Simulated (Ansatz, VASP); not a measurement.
## AlN in VASP and in Ansatz

```
Al N
1.0
    -0.08190    2.18399    2.18399
     2.10209    0.00000    2.10209
     2.18399    2.18399   -0.08190
Al N
1 1
Direct
  0.00000 0.00000 0.00000
  0.75000 0.75000 0.75000
```

Change from the starting cell: strain -0.0750 x Voigt [0, 0, 0, 0, 1, 0], atoms carried along.

Alike in both runs: task single point; functional r2SCAN; k mesh 10 × 10 × 10; occupations gaussian, width 0.05 eV; no spin polarisation.

|  | VASP | Ansatz |
| --- | --- | --- |
| version | VASP 6.6.1 | Ansatz 0.2.0 |
| potentials or method | VASP PAW PBE potentials, release 64 (Al, N), cutoff 520 eV | scalar-relativistic, plane waves, PAW |
| valence electrons in the cell | 8 | 8 |

VASP gave:

| Quantity | Value |
| --- | --- |
| gap on the k mesh at the Fermi level (eV) | 3.59 |
| least direct gap on the mesh (eV) | 4.55 |
| pressure (GPa) | 1.4 |
| traceless stress, the component that is largest in VASP (GPa) | 17.98 |
| rms of the force components (eV/Å) | 0.389 |

Problem. Which values does Ansatz return?

Solution. gap on the k mesh at the Fermi level (eV): 3.60; least direct gap on the mesh (eV): 4.52; pressure (GPa): 1.7; traceless stress, the component that is largest in VASP (GPa): 17.77; rms of the force components (eV/Å): 0.382.

VASP's potentials were made for PBE, not for r2SCAN. Atom by atom the forces differ by 0.007 eV/Å (rms over components). The functional is the same, so the differences come from potentials, cutoffs and numerics.
